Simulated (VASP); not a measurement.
# AgCl (Fm-3m) in VASP: vibrations by perturbation theory with PBE

Aim: the vibrations by perturbation theory of AgCl with PBE.

All numbers are computed with VASP 6.6.1; they aren't measurements. Logs are shortened: lines on timing, memory, paths and dates and some standing lists are left out, and cuts for length are marked.

## (1) The cell of the first run

It takes space group Fm-3m (No. 225, cubic). Conventional cell: a = 5.570 Å, b = 5.570 Å, c = 5.570 Å, α = 90.00°, β = 90.00°, γ = 90.00°. Within 3.7 Å of Ag (site symmetry m-3m) lie 6 Cl at 2.78 Å. Cl (site symmetry m-3m) has 6 Ag at 2.78 Å within 3.7 Å.

## (2) Vibrations by perturbation theory, PBE

File INCAR:

```
SYSTEM = AgCl
ALGO     = Normal         ! electronic algorithm
EDIFF    = 1E-8           ! SCF threshold, eV
ENCUT    = 520            ! plane-wave cutoff, eV
GGA      = PE             ! functional
IBRION   = 8              ! ionic algorithm
ISIF     = 2              ! what is computed and relaxed
ISMEAR   = 0              ! smearing method
LASPH    = .TRUE.         ! aspherical terms in the spheres
LCHARG   = .TRUE.         ! write CHGCAR
LEPSILON = .TRUE.         ! dielectric tensor by DFPT
LREAL    = .FALSE.        ! projectors in reciprocal space
LWAVE    = .FALSE.        ! write WAVECAR
NELM     = 80             ! most SCF steps
NSW      = 1              ! ionic steps
PREC     = Accurate       ! precision mode
SIGMA    = 0.01           ! smearing width, eV
```

File KPOINTS:

```
k-points
0
G
  8 8 8
  0 0 0
```

File POSCAR:

```
AgCl
1.0
    0.0000000000      2.7849242114      2.7849242114
    2.7849242114      0.0000000000      2.7849242114
    2.7849242114      2.7849242114      0.0000000000
Ag Cl
1 1
Direct
    0.5000000000      0.5000000000      0.5000000000
    0.0000000000      0.0000000000      0.0000000000
```

Potentials or basis: VASP PAW PBE potentials, release 64 (Ag, Cl).

Run with:

```
$ cat potpaw_PBE.64/Ag/POTCAR potpaw_PBE.64/Cl/POTCAR > POTCAR
$ mpirun -np 1 vasp_std > vasp.out
```

OUTCAR:

```text
SYSTEM = AgCl
   EDIFF = 1E-8
   ENCUT = 520
   GGA = PE
   IBRION = 8
   ISIF = 2
   ISMEAR = 0
   LASPH = .TRUE.
   LEPSILON = .TRUE.
   LREAL = .FALSE.
   NELM = 80
   NSW = 1
   PREC = Accurate

 ion  position               nearest neighbor table
   1  0.500  0.500  0.500-   2 2.78   2 2.78   2 2.78   2 2.78   2 2.78   2 2.78
   2  0.000  0.000  0.000-   1 2.78   1 2.78   1 2.78   1 2.78   1 2.78   1 2.78

  LATTYP: Found a face centered cubic cell.
 ALAT       =     5.5698484228

  Lattice vectors:

 A1 = (   0.0000000000,   2.7849242114,   2.7849242114)
 A2 = (   2.7849242114,   0.0000000000,   2.7849242114)
 A3 = (   2.7849242114,   2.7849242114,   0.0000000000)

Analysis of symmetry for initial positions (statically):
=====================================================================
 Subroutine PRICEL returns:
 Original cell was already a primitive cell.

 Routine SETGRP: Setting up the symmetry group for a
 face centered cubic supercell.

 Subroutine GETGRP returns: Found 48 space group operations
 (whereof 48 operations were pure point group operations)
 out of a pool of 48 trial point group operations.

The static configuration has the point symmetry O_h .

Analysis of symmetry for dynamics (positions and initial velocities):
=====================================================================
 Subroutine PRICEL returns:
 Original cell was already a primitive cell.

 Routine SETGRP: Setting up the symmetry group for a
 face centered cubic supercell.

 Subroutine GETGRP returns: Found 48 space group operations
 (whereof 48 operations were pure point group operations)
 out of a pool of 48 trial point group operations.

The dynamic configuration has the point symmetry O_h .

 Subroutine INISYM returns: Found 48 space group operations
 (whereof 48 operations are pure point group operations),
[... 617 lines left out ...]
     0.00745  0.00000 -0.00000
     0.00000  0.01357  0.00000
     0.00000  0.00000  0.01357

 MACROSCOPIC STATIC DIELECTRIC TENSOR (including local field effects in DFT)
 ------------------------------------------------------
           5.012807     0.000000    -0.000000
           0.000000     5.012807    -0.000000
           0.000000     0.000000     5.012807
 ------------------------------------------------------

 PIEZOELECTRIC TENSOR (including local field effects)  for field in x, y, z        (e  Angst)
          XX          YY          ZZ          XY          YZ          ZX
  --------------------------------------------------------------------------------
  x     0.00000     0.00000     0.00000     0.00000     0.00000     0.00000
  y     0.00000     0.00000     0.00000     0.00000     0.00000     0.00000
  z     0.00000     0.00000     0.00000     0.00000     0.00000     0.00000

 PIEZOELECTRIC TENSOR (including local field effects)  for field in x, y, z        (C/m^2)
          XX          YY          ZZ          XY          YZ          ZX
  --------------------------------------------------------------------------------
  x     0.00000     0.00000     0.00000     0.00000     0.00000     0.00000
  y     0.00000     0.00000     0.00000     0.00000     0.00000     0.00000
  z     0.00000     0.00000     0.00000     0.00000     0.00000     0.00000

 BORN EFFECTIVE CHARGES (including local field effects) (in |e|, cummulative output)
 ---------------------------------------------------------------------------------
 ion    1
    1     1.44286     0.00000     0.00000
    2    -0.00000     1.44286     0.00000
    3     0.00000     0.00000     1.44286
 ion    2
    1    -1.44286    -0.00000     0.00000
    2     0.00000    -1.44286     0.00000
    3     0.00000     0.00000    -1.44286

 INTERNAL STRAIN TENSOR FOR ION    2 for displacements in x,y,z  (eV/Angst):
          X           Y           Z          XY          YZ          ZX
  --------------------------------------------------------------------------------
  x     0.00000     0.00000     0.00000     0.00000     0.00000     0.00000
  y     0.00000     0.00000     0.00000     0.00000     0.00000     0.00000
  z     0.00000     0.00000     0.00000     0.00000     0.00000     0.00000

 SECOND DERIVATIVES (NOT SYMMETRIZED)
 ------------------------------------
               1X          1Y          1Z          2X          2Y          2Z
  1X    -1.001873    0.000000    0.000000    1.001873    0.000000    0.000000
  1Y     0.000000   -1.001873    0.000000    0.000000    1.001873    0.000000
  1Z     0.000000    0.000000   -1.001873    0.000000    0.000000    1.001873
  2X     0.999880    0.000000    0.000000   -0.999880    0.000000    0.000000
  2Y     0.000000    0.999880    0.000000    0.000000   -0.999880    0.000000
  2Z     0.000000    0.000000    0.999880    0.000000    0.000000   -0.999880

 Eigenvectors and eigenvalues of the dynamical matrix
 ----------------------------------------------------

   1 f  =    3.027010 THz    19.019266 2PiTHz  100.970191 cm-1    12.518703 meV
             X         Y         Z           dx          dy          dz
      2.784924  2.784924  2.784924    -0.497734    0.000000    0.000000
      0.000000  0.000000  0.000000     0.867330    0.000000    0.000000
[... 21 lines left out ...]
   6 f/i=    0.001301 THz     0.008176 2PiTHz    0.043403 cm-1     0.005381 meV
             X         Y         Z           dx          dy          dz
      2.784924  2.784924  2.784924     0.000000    0.000000    0.867330
      0.000000  0.000000  0.000000     0.000000    0.000000    0.497734

--------------------------------------------------------------------------------------------------------

 MACROSCOPIC STATIC DIELECTRIC TENSOR IONIC CONTRIBUTION
 ------------------------------------------------------
           8.712945    -0.000000     0.000000
          -0.000000     8.712945     0.000000
           0.000000     0.000000     8.712945
 ------------------------------------------------------

 ELASTIC MODULI CONTR FROM IONIC RELAXATION (kBar)
 Direction    XX          YY          ZZ          XY          YZ          ZX
 --------------------------------------------------------------------------------
 XX           0.0000      0.0000      0.0000      0.0000      0.0000      0.0000
 YY           0.0000      0.0000      0.0000      0.0000      0.0000      0.0000
 ZZ           0.0000      0.0000      0.0000      0.0000      0.0000      0.0000
 XY           0.0000      0.0000      0.0000      0.0000      0.0000      0.0000
 YZ           0.0000      0.0000      0.0000      0.0000      0.0000      0.0000
 ZX           0.0000      0.0000      0.0000      0.0000      0.0000      0.0000
 --------------------------------------------------------------------------------

 PIEZOELECTRIC TENSOR IONIC CONTR  for field in x, y, z        (C/m^2)
          XX          YY          ZZ          XY          YZ          ZX
  --------------------------------------------------------------------------------
  x     0.00000     0.00000     0.00000     0.00000     0.00000     0.00000
  y     0.00000     0.00000     0.00000     0.00000     0.00000     0.00000
  z     0.00000     0.00000     0.00000     0.00000     0.00000     0.00000
```

OSZICAR:

```text
N       E                     dE             d eps       ncg     rms          rms(c)
DAV:   1     0.938223883534E+02    0.93822E+02   -0.86971E+03   762   0.124E+03
DAV:   2    -0.210964848604E+01   -0.95932E+02   -0.89911E+02   889   0.245E+02
DAV:   3    -0.556258005184E+01   -0.34529E+01   -0.34398E+01   929   0.482E+01
DAV:   4    -0.558415015768E+01   -0.21570E-01   -0.21568E-01   819   0.444E+00
[... 161 lines left out ...]
RMM:  10    -0.190866061019E+00   -0.28416E-07   -0.30020E-08  2540   0.474E-05    0.222E-05
RMM:  11    -0.190866223117E+00   -0.16210E-06   -0.12909E-07  2307   0.142E-05    0.279E-06
RMM:  12    -0.190866252325E+00   -0.29208E-07    0.37375E-08  2307   0.614E-06    0.289E-06
RMM:  13    -0.190866218868E+00    0.33458E-07    0.35798E-08  1945   0.328E-06    0.205E-07
RMM:  14    -0.190866217534E+00    0.13333E-08   -0.62633E-09   979   0.110E-06    0.416E-07
 Linear response finished
```

stdout:

```text
POSCAR found type information on POSCAR AgCl
 POSCAR found :  2 types and       2 ions
 scaLAPACK will be used
 LDA part: xc-table for (Slater+PW92), standard interpolation
 POSCAR, INCAR and KPOINTS ok, starting setup
 FFT: planning ... GRIDC
 FFT: planning ... GRID_SOFT
 FFT: planning ... GRID
 WAVECAR not read
 entering main loop
[... 24 lines left out ...]
 dielectric tensor                  component  3 :     0.216     0.455     5.013
 Linear response DOF=           2
 Linear response progress:
 first order change of Fermi-energy  -0.20248E-03
 force on displaced ion       1 direction 1 :  -1.002   0.000   0.000
 Born effective charge ion    1 direction 1 :   1.442   0.000   0.000
 Linear response progress:
 first order change of Fermi-energy   0.94673E-03
 force on displaced ion       2 direction 1 :  -1.000   0.000   0.000
 Born effective charge ion    2 direction 1 :  -1.443   0.000   0.000
 Born effective charges drift removed
 Linear response finished
```

Run time: 3.7 min. Hardware: 1 thread of AMD EPYC 7R13 (Zen 3), shared host; peak memory 0.23 GiB.

What came out:

```yaml
Electronic_dielectric_tensor_diagonal: 5.01
Born_charges_mean_of_the_diagonal: Ag +1.44; Cl -1.44 e
Highest_phonon_frequency_at_Γ_LO-TO_splitting_left_out: 101 cm⁻¹
```

Phonon frequencies in cm⁻¹ (negative: imaginary):
```csv
q point,frequencies
"(0.000, 0.000, 0.000)",0 0 0 101 101 101
```

Electronic dielectric tensor:
```
5.01 0.00 0.00
0.00 5.01 0.00
0.00 0.00 5.01
```

Born effective charge tensors (e):
atom 1, Ag
```
1.44 0.00 0.00
0.00 1.44 0.00
0.00 0.00 1.44
```
atom 2, Cl
```
-1.44  0.00  0.00
 0.00 -1.44  0.00
 0.00  0.00 -1.44
```
